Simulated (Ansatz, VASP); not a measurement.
## Si5C in VASP and in Ansatz

```xyz
6
Lattice="3.1473 0.0000 0.0000 -1.5737 2.7257 0.0000 0.0000 0.0000 14.2612" Properties=species:S:1:pos:R:3 pbc="T T T"
Si    0.0000    1.8171    8.3003
Si    0.0000    1.8171    0.0000
Si    0.0000    1.8171    5.9609
Si    1.5737    0.9086    9.8602
Si    1.5737    0.9086    4.4010
C     1.5737    0.9086    0.0000
```

Alike in both runs: functional PBE; k mesh 12 × 12 × 4; occupations gaussian, width 0.1 eV; no spin polarisation.

Ansatz relaxed the structure, and its values are those at the end. VASP's run is a single point on that final structure, the one shown.

|  | VASP | Ansatz |
| --- | --- | --- |
| version | VASP 6.6.1 | Ansatz 0.2.0 |
| potentials or method | VASP PAW PBE potentials, release 64 (Si, C), cutoff 520 eV | scalar-relativistic, plane waves, PAW |
| valence electrons in the cell | 24 | 24 |

Ansatz gave:

- gap on the k mesh at the Fermi level (eV): none
- pressure (GPa): 0.0
- rms of the force components (eV/Å): 0.000

Problem. What did VASP give for the same quantities?

Solution. gap on the k mesh at the Fermi level (eV): none; pressure (GPa): -0.1; rms of the force components (eV/Å): 0.007.

A gap of «none» marks a metal or a gap that the smearing closes.
